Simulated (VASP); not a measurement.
# CaO (Cmcm) in VASP: a series of runs

Runs on CaO. Level: PBEsol. Tasks: single point.

All numbers are computed with VASP 6.6.1; they aren't measurements. Logs are shortened: lines on timing, memory, paths and dates and some standing lists are left out, and cuts for length are marked.

## (1) The cell of the first run

The structure is orthorhombic, space group Cmcm (No. 63). Conventional cell: a = 3.912 Å, b = 7.053 Å, c = 4.785 Å, α = 90.00°, β = 90.00°, γ = 90.00°. Within 3.0 Å of Ca (site symmetry m2m) lie 5 O at 2.28 to 2.39 Å. O (site symmetry m2m) has 5 Ca at 2.28 to 2.39 Å within 3.0 Å.

## (2) Single point, PBEsol (strain -0.0200 x Voigt [1, -1, 0, 0, 0, 0])

Contents of INCAR:

```
SYSTEM = CaO
PREC = Accurate ; ENCUT = 520
EDIFF = 1E-7 ; ISMEAR = 0
SIGMA = 0.05 ; LREAL = .False.
LASPH = .True. ; NELM = 80
ALGO = Normal ; ISIF = 2
LWAVE = .False. ; LCHARG = .False.
GGA = PS ; NBANDS = 24
```

Contents of KPOINTS:

```
regular mesh
0
Gamma
  9 9 6
  0 0 0
```

Contents of POSCAR:

```
CaO
1.0
    3.9121363080      0.0000000000      0.0000000000
   -1.9560681540      3.5262955248      0.0000000000
    0.0000000000      0.0000000000      4.7848400100
Ca O
2 2
Direct
    0.3333333333      0.6666666667      0.7500000000
    0.6666666667      0.3333333333      0.2500000000
    0.3333333333      0.6666666667      0.2500000000
    0.6666666667      0.3333333333      0.7500000000
```

Potentials or basis: VASP PAW PBE potentials, release 64 (Ca_sv, O).

Started as:

```bash
$ cat potpaw_PBE.64/Ca_sv/POTCAR potpaw_PBE.64/O/POTCAR > POTCAR
$ mpirun -np 1 vasp_std > vasp.out
```

OUTCAR:

```text
SYSTEM = CaO
   PREC = Accurate
   ENCUT = 520
   EDIFF = 1E-7
   ISMEAR = 0
   LREAL = .False.
   LASPH = .True.
   NELM = 80
   ISIF = 2
   GGA = PS

 ion  position               nearest neighbor table
   1  0.333  0.667  0.750-   4 2.28   4 2.28   4 2.35   3 2.39   3 2.39
   2  0.667  0.333  0.250-   3 2.28   3 2.28   3 2.35   4 2.39   4 2.39
   3  0.333  0.667  0.250-   2 2.28   2 2.28   2 2.35   1 2.39   1 2.39
   4  0.667  0.333  0.750-   1 2.28   1 2.28   1 2.35   2 2.39   2 2.39

  LATTYP: Found a base centered orthorhombic cell.
 ALAT       =     3.9121363080
 B/A-ratio  =     1.8027467589
 C/A-ratio  =     1.2230759956

  Lattice vectors:

 A1 = (   1.9560681540,  -3.5262955248,   0.0000000000)
 A2 = (   1.9560681540,   3.5262955248,   0.0000000000)
 A3 = (   0.0000000000,   0.0000000000,   4.7848400100)

Analysis of symmetry for initial positions (statically):
=====================================================================
 Subroutine PRICEL returns:
 Original cell was already a primitive cell.

 Routine SETGRP: Setting up the symmetry group for a
 base centered orthorhombic supercell.

 Subroutine GETGRP returns: Found  8 space group operations
 (whereof  4 operations were pure point group operations)
 out of a pool of  8 trial point group operations.

The static configuration has the point symmetry C_2h.
 The point group associated with its full space group is D_2h.

Analysis of symmetry for dynamics (positions and initial velocities):
=====================================================================
 Subroutine PRICEL returns:
 Original cell was already a primitive cell.

 Routine SETGRP: Setting up the symmetry group for a
 base centered orthorhombic supercell.

 Subroutine GETGRP returns: Found  8 space group operations
 (whereof  4 operations were pure point group operations)
 out of a pool of  8 trial point group operations.

The dynamic configuration has the point symmetry C_2h.
 The point group associated with its full space group is D_2h.

 Subroutine INISYM returns: Found  8 space group operations
 (whereof  4 operations are pure point group operations),
 and found     1 'primitive' translations

----------------------------------------------------------------------------------------

                                     Primitive cell

  volume of cell :      66.0085

  direct lattice vectors                    reciprocal lattice vectors
     3.912136308  0.000000000  0.000000000     0.255614815  0.141791860  0.000000000
    -1.956068154  3.526295525  0.000000000     0.000000000  0.283583719  0.000000000
     0.000000000  0.000000000  4.784840010     0.000000000  0.000000000  0.208993404

[... 86 lines left out ...]
   NELM   =     80;   NELMIN=  2; NELMDL= -5     # of ELM steps
   EDIFF  = 0.1E-06   stopping-criterion for ELM
   LREAL  =      F    real-space projection
   EDIFFG = 0.1E-05   stopping-criterion for IOM
   NSW    =      0    number of steps for IOM
   IBRION =     -1    ionic relax: 0-MD 1-quasi-New 2-CG
   NFREE  =      0    steps in history (QN), initial steepest desc. (CG)
   ISIF   =      2    stress and relaxation
   ISYM   =      2    0-nonsym 1-usesym 2-fastsym
   POTIM  = 0.5000    time-step for ionic-motion
   TEBEG  =    0.0;   TEEND  =   0.0 temperature during run
   PSTRESS=    0.0 pullay stress
   NELECT =      32.0000    total number of electrons
   NUPDOWN=      -1.0000    fix difference up-down
   EMIN   =  10.00;   EMAX   =-10.00  energy-range for DOS
   EFERMI =   0.00;   METHOD = LEGACY
   ISMEAR =     0;   SIGMA  =   0.05  broadening in eV -4-tet -1-fermi 0-gaus
   EFERMI_NEDOS =   21; number of points for ismear=-14 and -15
   IALGO  =     38    algorithm
   IMIX   =      4    mixing-type and parameters
     AMIX     =   0.40;   BMIX     =  1.00
     AMIX_MAG =   1.60;   BMIX_MAG =  1.00
  volume/ion in A,a.u.               =      16.50       111.36
  Fermi-wavevector in a.u.,A,eV,Ry     =   1.286051  2.430284 22.503038  1.653927
  Thomas-Fermi vector in A             =   2.418148
   LORBIT       =      0    0 simple, 1 ext, 2 COOP (PROOUT), +10 PAW based schemes
   GGA     = PS    functional components
   LHFCALC =     F    Hartree Fock is set to
   AEXX    =    0.0000 exact exchange contribution
   IVDW    =     0    specifies the selected vdW correction
   LEPSILON=     F    determine dielectric tensor
   LRPA    =     F    only Hartree local field effects (RPA)
 non-spin polarized calculation
 Gauss-broadening in eV      SIGMA  =   0.05
  energy-cutoff  :      520.00
  volume of cell :       66.01
 maximum number of plane-waves:      1807
 NGX is ok and might be reduce to    30
   NGX = 15   NGY = 15   NGZ = 17

 number of electron      31.9999987 magnetization

 Free energy of the ion-electron system (eV)
  ---------------------------------------------------
  ext. energy  EPLUGINS =         0.00000000
  ---------------------------------------------------
  free energy    TOTEN  =       -26.44289758 eV

  energy without entropy =      -26.44289758  energy(sigma->0) =      -26.44289758

 E-fermi :   1.4516     XC(G=0):  -9.6441

 val. band max:        1.1933510560   @ k =   0.0000   0.0000   0.0000
 cond. band min:       4.2302617164   @ k =   0.0000   0.0000   0.0000
 fundamental gap:      3.0369106604
 Fermi energy:         1.4515738583

 k-point     1 :       0.0000    0.0000    0.0000
  band No.  band energies     occupation
      1     -36.2201      2.00000
      2     -36.0844      2.00000
      3     -17.6557      2.00000
      4     -17.4080      2.00000
      5     -17.4043      2.00000
      6     -17.2063      2.00000
[... 637 lines left out ...]
     23       9.5532      0.00000
     24       9.7204      0.00000

 [... further k-points ...]
[... 5 lines left out ...]
  --------------------------------------------------------------------------------------
  -------------------------------------------------------------------------------------
  Total       -0.0505796     -1.3200277     -0.8224540      0.0000000      0.0000000      0.0000000
  in kB       -1.2276811    -32.0400738    -19.9628290      0.0000000      0.0000000      0.0000000
  external PRESSURE =     -17.7435280 kB  Pullay stress =       0.0000000 kB

 VOLUME and BASIS-vectors are now :
 -----------------------------------------------------------------------------
  energy-cutoff  :      520.00
  volume of cell :       66.01
      direct lattice vectors                 reciprocal lattice vectors
     3.912136308  0.000000000  0.000000000     0.255614815  0.141791860  0.000000000
    -1.956068154  3.526295525  0.000000000     0.000000000  0.283583719  0.000000000
     0.000000000  0.000000000  4.784840010     0.000000000  0.000000000  0.208993404

 POSITION                                       TOTAL-FORCE (eV/Angst)
 -----------------------------------------------------------------------------------
     -0.00000      2.35086      3.58863         0.000000      0.223140      0.000000
      1.95607      1.17543      1.19621         0.000000     -0.223140      0.000000
     -0.00000      2.35086      1.19621        -0.000000      0.163963      0.000000
      1.95607      1.17543      3.58863         0.000000     -0.163963     -0.000000
 -----------------------------------------------------------------------------------
    total drift:                               -0.000000      0.000000     -0.000000

  FREE ENERGIE OF THE ION-ELECTRON SYSTEM (eV)
  ---------------------------------------------------
  free  energy   TOTEN  =       -26.4428975802 eV

  energy  without entropy=      -26.4428975802  energy(sigma->0) =      -26.44289758
```

Wall time 4 min (1 thread of Oxide Virtual Turin-like, shared host); peak memory 0.22 GiB.

Results:

| Quantity | Value |
| --- | --- |
| Free energy | -26.4429 eV |
| Pressure | -1.8 GPa |
| Largest force | 0.223 eV/Å |
| Band gap on the k mesh | 3.04 eV, direct |

Forces in eV/Å, atoms in the order of the input:
```
Ca   0.000  0.223  0.000
Ca   0.000 -0.223  0.000
O    0.000  0.164  0.000
O    0.000 -0.164  0.000
```

Stress tensor (GPa, compression positive):
```
-0.12  0.00  0.00
 0.00 -3.20  0.00
 0.00  0.00 -2.00
```

Levels at points of the mesh, in eV from the valence-band top:
```tsv
k point	band 12	band 13	band 14	band 15	band 16	band 17	band 18	band 19	band 20	band 21
(0.00, 0.00, 0.00)	-1.19	-1.17	-1.13	-1.11	0.00	3.04	6.06	6.12	7.68	7.72
(0.00, 0.00, 0.50)	-1.61	-1.34	-1.34	-1.26	-1.26	4.86	4.86	7.73	7.73	7.80
```

Caveat: the cell differs from its parent crystal (strain -0.0200 x Voigt [1, -1, 0, 0, 0, 0]); the PAW data sets were made with another functional, which shifts forces and pressure a little. A k mesh can miss the band edges.

## (3) Single point, PBEsol (strain +0.0150 x Voigt [1, -1, 0, 0, 0, 0])

Contents of INCAR:

```
SYSTEM = CaO
  PREC = Accurate
  ENCUT = 520
  EDIFF = 1E-7
  ISMEAR = 0
  SIGMA = 0.05
  LREAL = .False.
  LASPH = .True.
  NELM = 60
  ALGO = Normal
  ISIF = 2
  LWAVE = .False.
  LCHARG = .True.
  GGA = PS
  LELF = .True.
  LVHAR = .True.
  NBANDS = 24
```

KPOINTS is that of step 2.

Edit POSCAR of step 2 so:

```diff
@@ -2,4 +2,4 @@
 1.0
-    3.9121363080      0.0000000000      0.0000000000
-   -1.9560681540      3.5262955248      0.0000000000
+    4.0518554619      0.0000000000      0.0000000000
+   -2.0259277309      3.4052951882      0.0000000000
     0.0000000000      0.0000000000      4.7848400100
```

Potentials or basis: VASP PAW PBE potentials, release 64 (Ca_sv, O).

Started as:

```bash
$ cat potpaw_PBE.64/Ca_sv/POTCAR potpaw_PBE.64/O/POTCAR > POTCAR
$ mpirun -np 1 vasp_std > vasp.out
```

OUTCAR:

```text
SYSTEM = CaO
   PREC = Accurate
   ENCUT = 520
   EDIFF = 1E-7
   ISMEAR = 0
   LREAL = .False.
   LASPH = .True.
   NELM = 60
   ISIF = 2
   GGA = PS

 ion  position               nearest neighbor table
   1  0.333  0.667  0.750-   4 2.27   4 2.32   4 2.32   3 2.39   3 2.39
   2  0.667  0.333  0.250-   3 2.27   3 2.32   3 2.32   4 2.39   4 2.39
   3  0.333  0.667  0.250-   2 2.27   2 2.32   2 2.32   1 2.39   1 2.39
   4  0.667  0.333  0.750-   1 2.27   1 2.32   1 2.32   2 2.39   2 2.39

  Warning from LATTYP: Monoclinic adjustment (A1->A3, A2->A1, A3->A2)!
  LATTYP: Found a base centered orthorhombic cell.
[... 853 lines left out ...]
  -------------------------------------------------------------------------------------
  Total       -1.2094436     -0.2071837     -0.8234161     -0.0000000     -0.0000000      0.0000000
  in kB      -29.3508085     -5.0279396    -19.9826823     -0.0000000     -0.0000000      0.0000000
  external PRESSURE =     -18.1204768 kB  Pullay stress =       0.0000000 kB

 VOLUME and BASIS-vectors are now :
 -----------------------------------------------------------------------------
  energy-cutoff  :      520.00
  volume of cell :       66.02
      direct lattice vectors                 reciprocal lattice vectors
     4.051855462  0.000000000  0.000000000     0.246800511  0.146830149  0.000000000
    -2.025927731  3.405295188  0.000000000     0.000000000  0.293660298  0.000000000
     0.000000000  0.000000000  4.784840010     0.000000000  0.000000000  0.208993404

 POSITION                                       TOTAL-FORCE (eV/Angst)
 -----------------------------------------------------------------------------------
     -0.00000      2.27020      3.58863        -0.000000     -0.186929     -0.000000
      2.02593      1.13510      1.19621         0.000000      0.186929     -0.000000
     -0.00000      2.27020      1.19621        -0.000000     -0.141147      0.000000
      2.02593      1.13510      3.58863         0.000000      0.141147      0.000000
 -----------------------------------------------------------------------------------
    total drift:                                0.000000     -0.000000      0.000000

  FREE ENERGIE OF THE ION-ELECTRON SYSTEM (eV)
  ---------------------------------------------------
  free  energy   TOTEN  =       -26.4481283700 eV

  energy  without entropy=      -26.4481283700  energy(sigma->0) =      -26.44812837
```

stdout:

```text
POSCAR found type information on POSCAR CaO
 POSCAR found :  2 types and       4 ions
 scaLAPACK will be used
 -----------------------------------------------------------------------------
|                                                                             |
|                                                                             |
|     You enforced a specific xc type in the INCAR file but a different       |
|     I HOPE YOU KNOW WHAT YOU ARE DOING!                                     |
|                                                                             |
 -----------------------------------------------------------------------------

 LDA part: xc-table for (Slater+PW92), standard interpolation
 POSCAR, INCAR and KPOINTS ok, starting setup
 FFT: planning ... GRIDC
 FFT: planning ... GRID_SOFT
 FFT: planning ... GRID
 WAVECAR not read
 entering main loop
```

Wall time 4.4 min (1 thread of Oxide Virtual Turin-like, shared host); peak memory 0.23 GiB.

What came out:

| Item | Value |
| --- | --- |
| Free energy | -26.4481 eV |
| Pressure | -1.8 GPa |
| Largest force | 0.187 eV/Å |
| Band gap on the k mesh | 3.04 eV, direct |

Forces in eV/Å, atoms in the order of the input:
```
Ca   0.000 -0.187  0.000
Ca   0.000  0.187  0.000
O    0.000 -0.141  0.000
O    0.000  0.141  0.000
```

Stress tensor (GPa, compression positive):
```
-2.94  0.00  0.00
 0.00 -0.50  0.00
 0.00  0.00 -2.00
```

Levels at points of the mesh, in eV from the valence-band top:
| k point | band 13 | band 14 | band 15 | band 16 | band 17 | band 18 | band 19 | band 20 |
| --- | --- | --- | --- | --- | --- | --- | --- | --- |
| (0.00, 0.00, 0.00) | -1.18 | -1.14 | -1.11 | 0.00 | 3.04 | 6.08 | 6.11 | 7.68 |
| (0.00, 0.00, 0.50) | -1.33 | -1.33 | -1.28 | -1.28 | 4.86 | 4.86 | 7.74 | 7.74 |

Caveat: the cell differs from its parent crystal (strain +0.0150 x Voigt [1, -1, 0, 0, 0, 0]); the PAW data sets were made with another functional, which shifts forces and pressure a little.

## (4) Single point, PBEsol (strain -0.0100 x Voigt [1, -1, 0, 0, 0, 0])

Contents of INCAR:

```
SYSTEM = CaO
PREC     = Accurate       ! precision mode
ENCUT    = 520            ! plane-wave cutoff, eV
EDIFF    = 1E-6           ! SCF threshold, eV
ISMEAR   = 0              ! smearing method
SIGMA    = 0.05           ! smearing width, eV
LREAL    = .False.        ! projectors in reciprocal space
LASPH    = .True.         ! aspherical terms in the spheres
NELM     = 60             ! most SCF steps
ALGO     = Normal         ! electronic algorithm
ISIF     = 2              ! what is computed and relaxed
LWAVE    = .False.        ! write WAVECAR
LCHARG   = .False.        ! write CHGCAR
GGA      = PS             ! functional
NBANDS   = 24             ! bands
```

Contents of KPOINTS:

```
Automatic mesh
0
Gamma
  9 9 6
  0 0 0
```

Edit POSCAR of step 3 so:

```diff
@@ -2,4 +2,4 @@
 1.0
-    4.0518554619      0.0000000000      0.0000000000
-   -2.0259277309      3.4052951882      0.0000000000
+    3.9520560662      0.0000000000      0.0000000000
+   -1.9760280331      3.4917240001      0.0000000000
     0.0000000000      0.0000000000      4.7848400100
```

Started as:

```bash
$ cat potpaw_PBE.64/Ca_sv/POTCAR potpaw_PBE.64/O/POTCAR > POTCAR
$ mpirun -np 1 vasp_std > vasp.out
```

It took 3.3 min on 1 thread of Oxide Virtual Turin-like, shared host; peak memory 0.23 GiB.

It converged, with:

- Free energy: -26.4523 eV
- Pressure: -1.9 GPa
- Largest force: 0.115 eV/Å
- Band gap on the k mesh: 3.03 eV, direct

Forces on the atoms (eV/Å):
```
Ca   0.000  0.115  0.000
Ca   0.000 -0.115  0.000
O    0.000  0.085  0.000
O    0.000 -0.085  0.000
```

Stress tensor (GPa, compression positive):
```
-0.99  0.00  0.00
 0.00 -2.56  0.00
 0.00  0.00 -2.01
```

Levels at points of the mesh, in eV from the valence-band top:
| k point | band 14 | band 15 | band 16 | band 17 | band 18 | band 19 |
| --- | --- | --- | --- | --- | --- | --- |
| (0.00, 0.00, 0.00) | -1.15 | -1.11 | 0.00 | 3.03 | 6.08 | 6.10 |
| (0.00, 0.00, 0.50) | -1.32 | -1.29 | -1.29 | 4.86 | 4.86 | 7.74 |

Caveat: the cell differs from its parent crystal (strain -0.0100 x Voigt [1, -1, 0, 0, 0, 0]); the PAW data sets were made with another functional, which shifts forces and pressure a little. A k mesh can miss the band edges.

[end of part 1 of 2]
